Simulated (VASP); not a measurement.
Lu: relaxation of cell and atoms with PBEsol

Crystal: Lu.

```
Lu
1.0
     3.50310    0.00000    0.00000
    -1.75155    3.03377    0.00000
     0.00000    0.00000    5.55090
Lu
2
Direct
  0.66667 0.33333 0.75000
  0.33333 0.66667 0.25000
```

```
Program                : VASP 6.6.1
Task                   : relaxation of cell and atoms
Functional             : PBEsol
Potentials or basis    : VASP PAW PBE potentials, release 64 (Lu)
Cutoff                 : 600 eV
k mesh                 : 9 × 9 × 5
Occupations            : fermi-dirac, width 0.05 eV
Spin                   : no spin polarisation
Target pressure        : 20 GPa
Dipole correction      : no
Further INCAR settings : ALGO = Normal; EDIFF = 1e-07; IBRION = 2; EDIFFG = -0.02; NSW = 80; ISIF = 3
```

```json
{"Relaxed volume": "21.17 Å³/atom", "Relaxed cell": "a = 3.139 Å, b = 3.139 Å, c = 4.961 Å, α = 90.00°, β = 90.00°, γ = 120.00°", "Space group after relaxing (to 0.1 Å)": "P6_3/mmc (No. 194)", "Energy change on relaxing (the run minimises the enthalpy)": "+315.5 meV/atom", "Ionic steps": "6", "Pressure after relaxing": "20.1 GPa", "Band gap on the k mesh": "zero (bands 25 and 26 overlap by 2.51 eV)"}
```

Stress tensor (GPa, compression positive):
```
20.06  0.00  0.00
 0.00 20.06  0.00
 0.00  0.00 20.14
```

The path:
| step | energy change (eV) | largest force (eV/Å) | pressure (GPa) | volume (Å³) |
| --- | --- | --- | --- | --- |
| 1 | 0.0000 | 0.0000 | -2.89 | 58.99 |
| 2 | 4.1959 | 0.0000 | 86.19 | 29.83 |
| 3 | 0.5168 | 0.0000 | 17.46 | 43.32 |
| 4 | 0.6084 | 0.0000 | 19.43 | 42.53 |
| 5 | 0.6447 | 0.0000 | 20.15 | 42.23 |
| 6 | 0.6309 | 0.0000 | 20.09 | 42.34 |

Final structure:
```
CELL_PARAMETERS angstrom
3.13922 0.00000 0.00000
-1.56961 2.71865 0.00000
0.00000 0.00000 4.96143
ATOMIC_POSITIONS crystal
Lu 0.66667 0.33333 0.75000
Lu 0.33333 0.66667 0.25000
```

Levels at points of the mesh, in eV from the Fermi level:
```csv
k point,band 21,band 22,band 23,band 24,band 25,band 26,band 27,band 28,band 29,band 30
"(0.00, 0.00, 0.00)",-4.40,-4.36,-4.35,-3.06,2.02,2.42,2.42,2.86,3.46,3.46
```

It took 19 min on 1 thread of Intel Xeon 8259CL (shared host), peak memory 0.26 GiB.

Caveat: the cell is relaxed towards a set pressure, so the run minimises the enthalpy, not the energy; the volume moved by over 15 % at a fixed basis, so the end points are rough; the PAW data sets were made with another functional, which shifts forces and pressure a little; spin-orbit coupling is left out, which moves the levels of the heavy elements.
